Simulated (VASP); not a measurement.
A run of VASP 6.6.1 is set up as follows.

INCAR

```
SYSTEM = AlN
PREC = Accurate
ENCUT = 520
EDIFF = 1E-7
ISMEAR = -1
SIGMA = 0.02
LREAL = .FALSE.
LASPH = .TRUE.
NELM = 100
ALGO = Normal
ISIF = 2
LWAVE = .FALSE.
LCHARG = .FALSE.
GGA = PE
NBANDS = 11
```

Contents of KPOINTS:

```
Automatic mesh
0
G
  10 10 10
  0 0 0
```

File POSCAR:

```
AlN
1.0
    0.0000000000      1.9444680984      1.9444680984
    1.9444680984      0.0000000000      1.9444680984
    1.9444680984      1.9444680984      0.0000000000
Al N
1 1
Direct
    0.0000000000      0.0000000000      0.0000000000
    0.5000000000      0.5000000000      0.5000000000
```

Potentials or basis: VASP PAW PBE potentials, release 64 (Al, N).

The run is started by

```sh
$ cat potpaw_PBE.64/Al/POTCAR potpaw_PBE.64/N/POTCAR > POTCAR
$ mpirun -np 1 vasp_std > vasp.out
```

(1) Estimate the pressure.

(2) Predict the band gap on the k mesh.

Results:

(1) 44.9 GPa.

(2) 5.08 eV, indirect (least direct gap 7.47 eV).
